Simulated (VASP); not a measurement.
# InP (I-4m2) in VASP: notebook

Runs on InP. Level: r2SCAN. Tasks: single point.

All numbers are computed with VASP 6.6.1; they aren't measurements. Logs are shortened: lines on timing, memory, paths and dates and some standing lists are left out, and cuts for length are marked.

### 1 The cell of the first run

The structure is tetragonal, space group I-4m2 (No. 119). Conventional cell: a = 4.114 Å, b = 4.114 Å, c = 5.907 Å, α = 90.00°, β = 90.00°, γ = 90.00°. In (site symmetry -4m2) has 4 P at 2.53 Å within 3.3 Å. P (site symmetry -4m2) has 4 In at 2.53 Å within 3.3 Å.

### 2 Single point, r2SCAN (strain -0.015 along x and y, +0.000 along z)

The input, POSCAR:

```
InP
1.0
    0.0000000000      2.9092653808      2.9535689145
    2.9092653808      0.0000000000      2.9535689145
    2.9092653808      2.9092653808      0.0000000000
In P
1 1
Direct
    0.0000000000      0.0000000000      0.0000000000
    0.7500000000      0.7500000000      0.7500000000
```

The input, INCAR.step1:

```
PREC     = Accurate       # precision mode
ENCUT    = 520            # plane-wave cutoff, eV
ISMEAR   = 0              # smearing method
SIGMA    = 0.05           # smearing width, eV
LREAL    = F              # projectors in reciprocal space
LASPH    = T              # aspherical terms in the spheres
NELM     = 60             # most SCF steps
NBANDS   = 16             # bands
GGA      = PE             # functional
ALGO     = Normal         # electronic algorithm
EDIFF    = 1E-4           # SCF threshold, eV
LWAVE    = T              # write WAVECAR
LCHARG   = F              # write CHGCAR
```

The input, INCAR.step2:

```
PREC     = Accurate       # precision mode
ENCUT    = 520            # plane-wave cutoff, eV
EDIFF    = 1E-6           # SCF threshold, eV
ISMEAR   = 0              # smearing method
SIGMA    = 0.05           # smearing width, eV
LREAL    = F              # projectors in reciprocal space
LASPH    = T              # aspherical terms in the spheres
NELM     = 60             # most SCF steps
ALGO     = Normal         # electronic algorithm
ISIF     = 2              # what is computed and relaxed
LWAVE    = F              # write WAVECAR
LCHARG   = F              # write CHGCAR
METAGGA  = R2SCAN         # meta-GGA
LMIXTAU  = T            
NBANDS   = 16             # bands
ISTART   = 1
```

The input, KPOINTS:

```
Automatic mesh
0
Gamma
  8 8 8
```

Potentials or basis: VASP PAW PBE potentials, release 64 (In_d, P).

On the command line:

```console
$ cat potpaw_PBE.64/In_d/POTCAR potpaw_PBE.64/P/POTCAR > POTCAR
$ cp INCAR.step1 INCAR
$ mpirun -np 1 vasp_std > vasp.out
$ cp INCAR.step2 INCAR
$ mpirun -np 1 vasp_std > vasp.out
```

OUTCAR:

```text
PREC = Accurate
   ENCUT = 520
   EDIFF = 1E-6
   ISMEAR = 0
   LREAL = F
   LASPH = T
   NELM = 60
   ISIF = 2
   METAGGA = R2SCAN
   ISTART = 1

 ion  position               nearest neighbor table
   1  0.000  0.000  0.000-   2 2.53   2 2.53   2 2.53   2 2.53
   2  0.750  0.750  0.750-   1 2.53   1 2.53   1 2.53   1 2.53

  LATTYP: Found a body centered tetragonal cell.
 ALAT       =     4.1143225581
 C/A-ratio  =     1.4357498095

  Lattice vectors:

 A1 = (  -2.9092653808,   0.0000000000,   2.9535689145)
 A2 = (   2.9092653808,   0.0000000000,   2.9535689145)
 A3 = (   0.0000000000,   2.9092653808,  -2.9535689145)

Analysis of symmetry for initial positions (statically):
=====================================================================
 Subroutine PRICEL returns:
 Original cell was already a primitive cell.

 Routine SETGRP: Setting up the symmetry group for a
 body centered tetragonal supercell.

 Subroutine GETGRP returns: Found  8 space group operations
 (whereof  8 operations were pure point group operations)
 out of a pool of 16 trial point group operations.

The static configuration has the point symmetry D_2d.

Analysis of symmetry for dynamics (positions and initial velocities):
=====================================================================
 Subroutine PRICEL returns:
 Original cell was already a primitive cell.

 Routine SETGRP: Setting up the symmetry group for a
 body centered tetragonal supercell.

 Subroutine GETGRP returns: Found  8 space group operations
 (whereof  8 operations were pure point group operations)
 out of a pool of 16 trial point group operations.

The dynamic configuration has the point symmetry D_2d.

 Subroutine INISYM returns: Found  8 space group operations
 (whereof  8 operations are pure point group operations),
 and found     1 'primitive' translations

----------------------------------------------------------------------------------------

                                     Primitive cell

  volume of cell :      49.9970

  direct lattice vectors                    reciprocal lattice vectors
     0.000000000  2.909265381  2.953568914    -0.171864692  0.171864692  0.169286722
     2.909265381  0.000000000  2.953568914     0.171864692 -0.171864692  0.169286722
     2.909265381  2.909265381  0.000000000     0.171864692  0.171864692 -0.169286722

  length of vectors
[... 74 lines left out ...]
   ISTART =      1    job   : 0-new  1-cont  2-samecut
   ICHARG =      0    charge: 1-file 2-atom 10-const
   ISPIN  =      1    spin polarized calculation?
   LNONCOLLINEAR =      F non collinear calculations
   LSORBIT =      F    spin-orbit coupling
   LASPH  =      T    aspherical Exc in radial PAW
   ENCUT  =  520.0 eV  38.22 Ry    6.18 a.u.   7.71  7.71  7.65*2*pi/ulx,y,z
   NELM   =     60;   NELMIN=  2; NELMDL=  0     # of ELM steps
   EDIFF  = 0.1E-05   stopping-criterion for ELM
   LREAL  =      F    real-space projection
   EDIFFG = 0.1E-04   stopping-criterion for IOM
   NSW    =      0    number of steps for IOM
   IBRION =     -1    ionic relax: 0-MD 1-quasi-New 2-CG
   NFREE  =      0    steps in history (QN), initial steepest desc. (CG)
   ISIF   =      2    stress and relaxation
   ISYM   =      2    0-nonsym 1-usesym 2-fastsym
   POTIM  = 0.5000    time-step for ionic-motion
   TEBEG  =    0.0;   TEEND  =   0.0 temperature during run
   PSTRESS=    0.0 pullay stress
   NELECT =      18.0000    total number of electrons
   NUPDOWN=      -1.0000    fix difference up-down
   EMIN   =  10.00;   EMAX   =-10.00  energy-range for DOS
   EFERMI =   0.00;   METHOD = LEGACY
   ISMEAR =     0;   SIGMA  =   0.05  broadening in eV -4-tet -1-fermi 0-gaus
   EFERMI_NEDOS =   21; number of points for ismear=-14 and -15
   IALGO  =     38    algorithm
   IMIX   =      4    mixing-type and parameters
     AMIX     =   0.40;   BMIX     =  1.00
     AMIX_MAG =   1.60;   BMIX_MAG =  1.00
  volume/ion in A,a.u.               =      25.00       168.70
  Fermi-wavevector in a.u.,A,eV,Ry     =   1.164620  2.200813 18.454136  1.356341
  Thomas-Fermi vector in A             =   2.301156
   LORBIT       =      0    0 simple, 1 ext, 2 COOP (PROOUT), +10 PAW based schemes
   METAGGA = R2SCAN    functional components
   LHFCALC =     F    Hartree Fock is set to
   AEXX    =    0.0000 exact exchange contribution
   IVDW    =     0    specifies the selected vdW correction
   LEPSILON=     F    determine dielectric tensor
   LRPA    =     F    only Hartree local field effects (RPA)
 non-spin polarized calculation
 Gauss-broadening in eV      SIGMA  =   0.05
  energy-cutoff  :      520.00
  volume of cell :       50.00
 maximum number of plane-waves:      1379
   NGX = 15   NGY = 15   NGZ = 15

 number of electron      18.0000002 magnetization

 Free energy of the ion-electron system (eV)
  ---------------------------------------------------
  ext. energy  EPLUGINS =         0.00000000
  ---------------------------------------------------
  free energy    TOTEN  =       -32.28663203 eV

  energy without entropy =      -32.28663203  energy(sigma->0) =      -32.28663203

 E-fermi :   5.3217     XC(G=0):  -9.9135

 val. band max:        5.1117681934   @ k =   0.0000   0.0000   0.0000
 cond. band min:       6.2935192929   @ k =   0.0000   0.0000   0.0000
 fundamental gap:      1.1817510995
 Fermi energy:         5.3217440370

 k-point     1 :       0.0000    0.0000    0.0000
  band No.  band energies     occupation
      1      -9.5871      2.00000
      2      -9.5803      2.00000
      3      -9.5803      2.00000
      4      -9.4006      2.00000
      5      -9.3987      2.00000
      6      -6.9613      2.00000
[... 433 lines left out ...]
      3      -9.5320      2.00000
      4      -9.4090      2.00000
      5      -9.3818      2.00000
      6      -5.6224      2.00000
[... 8 lines left out ...]
     15      15.6341      0.00000
     16      15.7921      0.00000

 [... further k-points ...]
[... 5 lines left out ...]
  --------------------------------------------------------------------------------------
  -------------------------------------------------------------------------------------
  Total        0.7223283      0.7223283      0.5079020      0.0000000      0.0000000      0.0000000
  in kB       23.1473587     23.1473587     16.2759630      0.0000000      0.0000000      0.0000000
  external PRESSURE =      20.8568935 kB  Pullay stress =       0.0000000 kB

 VOLUME and BASIS-vectors are now :
 -----------------------------------------------------------------------------
  energy-cutoff  :      520.00
  volume of cell :       50.00
      direct lattice vectors                 reciprocal lattice vectors
     0.000000000  2.909265381  2.953568914    -0.171864692  0.171864692  0.169286722
     2.909265381  0.000000000  2.953568914     0.171864692 -0.171864692  0.169286722
     2.909265381  2.909265381  0.000000000     0.171864692  0.171864692 -0.169286722

 POSITION                                       TOTAL-FORCE (eV/Angst)
 -----------------------------------------------------------------------------------
      0.00000      0.00000      0.00000        -0.000000     -0.000000     -0.000000
      4.36390      4.36390      4.43035         0.000000      0.000000      0.000000
 -----------------------------------------------------------------------------------
    total drift:                                0.000003      0.000003     -0.000001

  FREE ENERGIE OF THE ION-ELECTRON SYSTEM (eV)
  ---------------------------------------------------
  free  energy   TOTEN  =       -32.2866320342 eV

  energy  without entropy=      -32.2866320342  energy(sigma->0) =      -32.28663203
```

OUTCAR.step1:

```text
PREC = Accurate
   ENCUT = 520
   ISMEAR = 0
   LREAL = F
   LASPH = T
[... 677 lines left out ...]
 -----------------------------------------------------------------------------------
      0.00000      0.00000      0.00000         0.000000      0.000000      0.000000
      4.36390      4.36390      4.43035        -0.000000     -0.000000     -0.000000
 -----------------------------------------------------------------------------------
    total drift:                                0.000000      0.000000     -0.000000

  FREE ENERGIE OF THE ION-ELECTRON SYSTEM (eV)
  ---------------------------------------------------
  free  energy   TOTEN  =        -8.3723178168 eV

  energy  without entropy=       -8.3723178168  energy(sigma->0) =       -8.37231782
```

It took 82 s on 1 thread of Intel Xeon Platinum 8375C at 2.90GHz (Ice Lake), shared host; peak memory 0.21 GiB.

Results:

| Property | Result |
| --- | --- |
| Free energy | -32.2866 eV |
| Pressure | 2.1 GPa |
| Band gap on the k mesh | 1.18 eV |

Caveat: the cell differs from its parent crystal (strain -0.015 along x and y, +0.000 along z); the PAW data sets were made with another functional, which shifts forces and pressure a little; spin-orbit coupling is left out, which moves the levels of the heavy elements.

### 3 Single point, r2SCAN (strain +0.000 along x and y, -0.015 along z)

The input, POSCAR:

```
InP
1.0
    0.0000000000      2.9535689145      2.9092653808
    2.9535689145      0.0000000000      2.9092653808
    2.9535689145      2.9535689145      0.0000000000
In P
1 1
Direct
    0.0000000000      0.0000000000      0.0000000000
    0.7500000000      0.7500000000      0.7500000000
```

The input, INCAR.step1:

```
SYSTEM = InP
PREC = Accurate ; ENCUT = 520
ISMEAR = 0 ; SIGMA = 0.05
LREAL = .False. ; LASPH = .True.
NELM = 60 ; NBANDS = 16
GGA = PE ; ALGO = Normal
EDIFF = 1E-4 ; LWAVE = .True.
LCHARG = .False.
```

The input, INCAR.step2:

```
SYSTEM = InP
PREC = Accurate ; ENCUT = 520
EDIFF = 1E-6 ; ISMEAR = 0
SIGMA = 0.05 ; LREAL = .False.
LASPH = .True. ; NELM = 60
ALGO = Normal ; ISIF = 2
LWAVE = .False. ; LCHARG = .False.
METAGGA = R2SCAN ; LMIXTAU = .True.
NBANDS = 16 ; ISTART = 1
```

The input, KPOINTS:

```
Automatic mesh
0
Gamma
  8 8 8
  0 0 0
```

Potentials or basis: VASP PAW PBE potentials, release 64 (In_d, P).

On the command line:

```console
$ cat potpaw_PBE.64/In_d/POTCAR potpaw_PBE.64/P/POTCAR > POTCAR
$ cp INCAR.step1 INCAR
$ mpirun -np 1 vasp_std > vasp.out
$ cp INCAR.step2 INCAR
$ mpirun -np 1 vasp_std > vasp.out
```

OUTCAR:

```text
SYSTEM = InP
   PREC = Accurate
   ENCUT = 520
   EDIFF = 1E-6
   ISMEAR = 0
   LREAL = .False.
   LASPH = .True.
   NELM = 60
   ISIF = 2
   METAGGA = R2SCAN
   ISTART = 1

 ion  position               nearest neighbor table
   1  0.000  0.000  0.000-   2 2.55   2 2.55   2 2.55   2 2.55
   2  0.750  0.750  0.750-   1 2.55   1 2.55   1 2.55   1 2.55

  LATTYP: Found a body centered tetragonal cell.
 ALAT       =     4.1769772163
 C/A-ratio  =     1.3930003589

  Lattice vectors:

 A1 = (   0.0000000000,  -2.9535689145,  -2.9092653808)
 A2 = (   0.0000000000,   2.9535689145,  -2.9092653808)
 A3 = (   2.9535689145,   0.0000000000,   2.9092653808)

Analysis of symmetry for initial positions (statically):
=====================================================================
 Subroutine PRICEL returns:
 Original cell was already a primitive cell.

 Routine SETGRP: Setting up the symmetry group for a
 body centered tetragonal supercell.

 Subroutine GETGRP returns: Found  8 space group operations
 (whereof  8 operations were pure point group operations)
 out of a pool of 16 trial point group operations.
[... 157 lines left out ...]
  ext. energy  EPLUGINS =         0.00000000
  ---------------------------------------------------
  free energy    TOTEN  =       -32.29407729 eV

  energy without entropy =      -32.29407729  energy(sigma->0) =      -32.29407729

 E-fermi :   5.2353     XC(G=0):  -9.8424

 val. band max:        4.9680115333   @ k =   0.0000   0.0000   0.0000
 cond. band min:       6.0386199220   @ k =   0.0000   0.0000   0.0000
 fundamental gap:      1.0706083887
 Fermi energy:         5.2353475296

 k-point     1 :       0.0000    0.0000    0.0000
  band No.  band energies     occupation
      1      -9.7219      2.00000
      2      -9.7219      2.00000
      3      -9.7154      2.00000
      4      -9.5463      2.00000
      5      -9.5439      2.00000
      6      -7.0209      2.00000
[... 433 lines left out ...]
      3      -9.6701      2.00000
      4      -9.5509      2.00000
      5      -9.5308      2.00000
      6      -5.7258      2.00000
[... 8 lines left out ...]
     15      15.4022      0.00000
     16      15.5687      0.00000

 [... further k-points ...]
[... 5 lines left out ...]
  --------------------------------------------------------------------------------------
  -------------------------------------------------------------------------------------
  Total        0.2314139      0.2314139      0.4379105      0.0000000      0.0000000     -0.0000000
  in kB        7.3045329      7.3045329     13.8225580      0.0000000      0.0000000     -0.0000000
  external PRESSURE =       9.4772079 kB  Pullay stress =       0.0000000 kB

 VOLUME and BASIS-vectors are now :
 -----------------------------------------------------------------------------
  energy-cutoff  :      520.00
  volume of cell :       50.76
      direct lattice vectors                 reciprocal lattice vectors
     0.000000000  2.953568914  2.909265381    -0.169286722  0.169286722  0.171864692
     2.953568914  0.000000000  2.909265381     0.169286722 -0.169286722  0.171864692
     2.953568914  2.953568914  0.000000000     0.169286722  0.169286722 -0.171864692

 POSITION                                       TOTAL-FORCE (eV/Angst)
 -----------------------------------------------------------------------------------
      0.00000      0.00000      0.00000        -0.000000     -0.000000      0.000000
      4.43035      4.43035      4.36390         0.000000      0.000000      0.000000
 -----------------------------------------------------------------------------------
    total drift:                                0.000000      0.000000      0.000005

  FREE ENERGIE OF THE ION-ELECTRON SYSTEM (eV)
  ---------------------------------------------------
  free  energy   TOTEN  =       -32.2940772909 eV

  energy  without entropy=      -32.2940772909  energy(sigma->0) =      -32.29407729
```

OSZICAR.step1:

```text
N       E                     dE             d eps       ncg     rms          rms(c)
DAV:   1     0.112602446934E+03    0.11260E+03   -0.83848E+03  1904   0.124E+03
DAV:   2    -0.123729225706E+01   -0.11384E+03   -0.10913E+03  2088   0.299E+02
DAV:   3    -0.860745759628E+01   -0.73702E+01   -0.73350E+01  2480   0.752E+01
DAV:   4    -0.879728360165E+01   -0.18983E+00   -0.18978E+00  2384   0.131E+01
DAV:   5    -0.880661511144E+01   -0.93315E-02   -0.93314E-02  2808   0.249E+00    0.562E+00
DAV:   6    -0.841511125458E+01    0.39150E+00   -0.61959E-01  3064   0.128E+01    0.337E+00
DAV:   7    -0.838656892166E+01    0.28542E-01   -0.15983E-01  2728   0.315E+00    0.125E+00
DAV:   8    -0.838698659059E+01   -0.41767E-03   -0.15412E-02  2440   0.146E+00    0.318E-01
DAV:   9    -0.838760735580E+01   -0.62077E-03   -0.12984E-03  2488   0.387E-01    0.154E-01
DAV:  10    -0.838775573987E+01   -0.14838E-03   -0.23048E-04  2392   0.203E-01    0.912E-02
DAV:  11    -0.838783327639E+01   -0.77537E-04   -0.14462E-04  2280   0.111E-01
   1 F= -.83878333E+01 E0= -.83878333E+01  d E =-.569482E-12
```

Wall time 90 s (1 thread of Intel Xeon Platinum 8375C at 2.90GHz (Ice Lake), shared host); peak memory 0.21 GiB.

What came out:

```
Free energy            : -32.2941 eV
Pressure               : 0.9 GPa
Band gap on the k mesh : 1.07 eV
```

Caveat: the cell differs from its parent crystal (strain +0.000 along x and y, -0.015 along z); the PAW data sets were made with another functional, which shifts forces and pressure a little; spin-orbit coupling is left out, which moves the levels of the heavy elements.
